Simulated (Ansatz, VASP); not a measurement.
## Sb: VASP beside Ansatz

```
Sb
1.0
     3.19160    0.00000    0.00000
     0.00000    3.16000    0.00000
     0.00000    0.00000    3.16000
Sb
1
Direct
  0.00000 0.00000 0.00000
```

Change from the starting cell: strain +0.0100 x Voigt [1, 0, 0, 0, 0, 0], atoms carried along.

Alike in both runs: task single point; functional r2SCAN; k mesh 16 × 16 × 16; occupations gaussian, width 0.15 eV; no spin polarisation.

|  | VASP | Ansatz |
| --- | --- | --- |
| version | VASP 6.6.1 | Ansatz 0.2.0 |
| potentials or method | VASP PAW PBE potentials, release 64 (Sb), cutoff 520 eV | scalar-relativistic, plane waves, PAW |
| valence electrons in the cell | 5 | 15 |

```csv
,VASP,Ansatz,Ansatz less VASP
gap on the k mesh at the Fermi level (eV),none,none,-
pressure (GPa),-4.2,-4.2,+0.01
"traceless stress, the component that is largest in VASP (GPa)",-0.58,-0.57,+0.001
```

VASP's potentials were made for PBE, not for r2SCAN. A gap of «none» marks a metal or a gap that the smearing closes. VASP's potentials hold 5 valence electrons a cell and Ansatz's 15, so a difference there can come from the potentials and not from the codes.

Neither program's run includes spin-orbit coupling.
